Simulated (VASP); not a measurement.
Wanted: the native input for a VASP 6.6.1 run.

```yaml
Task: single point
Functional: PBE
Potentials_or_basis: VASP PAW PBE potentials, release 64 (Cl, Br, Rb_sv)
Cutoff: 520 eV
k_mesh: 6 × 6 × 6
Occupations: fermi-dirac, width 0.02 eV
Spin: no spin polarisation
Dipole_correction: no
Further_INCAR_settings: ALGO = Normal; EDIFF = 1e-07; NBANDS = 24
```

The structure of Rb2BrCl lies in POSCAR:

```
Rb2BrCl
1.0
    2.3904422861      1.3801224974      7.8205419612
   -2.3904422861      1.3801224974      7.8205419612
    0.0000000000     -2.7602449947      7.8205419612
Cl Br Rb
1 1 2
Direct
    1.0000000000      0.0000000000      0.0000000000
    0.5000000000      0.5000000000      0.5000000000
    0.2539867118      0.2539867118      0.2539867118
    0.7460132882      0.7460132882      0.7460132882
```

One way to write it, as run:

INCAR

```
PREC = Accurate
ENCUT = 520
EDIFF = 1E-7
ISMEAR = -1
SIGMA = 0.02
LREAL = False
LASPH = True
NELM = 80
ALGO = Normal
ISIF = 2
LWAVE = False
LCHARG = False
GGA = PE
NBANDS = 24
```

KPOINTS

```
regular mesh
0
Gamma
  6 6 6
```

Potentials or basis: VASP PAW PBE potentials, release 64 (Cl, Br, Rb_sv).

Command:

```sh
$ cat potpaw_PBE.64/Cl/POTCAR potpaw_PBE.64/Br/POTCAR potpaw_PBE.64/Rb_sv/POTCAR > POTCAR
$ mpirun -np 1 vasp_std > vasp.out
```

It gave:

```
Pressure               : 0.6 GPa
Largest force          : 0.007 eV/Å
Band gap on the k mesh : 4.44 eV
```

Wall time 2.4 min on 1 thread of Intel(R) Xeon(R) 6975P-C (Granite Rapids), on a shared host, peak memory 0.58 GiB.
